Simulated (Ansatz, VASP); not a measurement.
## One calculation of C, two programs

```xyz
12
Lattice="2.4323 0.0000 0.0000 -1.2162 2.1064 0.0000 0.0000 0.0000 12.5845" Properties=species:S:1:pos:R:3 pbc="T T T"
C     0.0000    0.0000    2.3515
C     0.0000    0.0000    8.6438
C     0.0000    0.0000    3.9407
C     0.0000    0.0000   10.2330
C     0.0000    1.4043    6.5536
C     1.2162    0.7021    0.2613
C     0.0000    1.4043   12.3232
C     1.2162    0.7021    6.0309
C     0.0000    1.4043    8.1182
C     1.2162    0.7021    1.8259
C     0.0000    1.4043   10.7586
C     1.2162    0.7021    4.4663
```

Alike in both runs: task single point; functional PBE; k mesh 12 × 12 × 2; occupations gaussian, width 0.05 eV; no spin polarisation.

```csv
,VASP,Ansatz
version,VASP 6.6.1,Ansatz 0.2.0
potentials or method,"VASP PAW PBE potentials, release 64 (C), cutoff 520 eV","scalar-relativistic, plane waves, PAW"
valence electrons in the cell,48,48
```

```tsv
	VASP	Ansatz	Ansatz less VASP
gap on the k mesh at the Fermi level (eV)	4.41	4.41	+0.004
least direct gap on the mesh (eV)	4.41	4.41	+0.004
rms of the force components (eV/Å)	0.117	0.107	-0.0103
```

Atom by atom the forces differ by 0.010 eV/Å (rms over components).
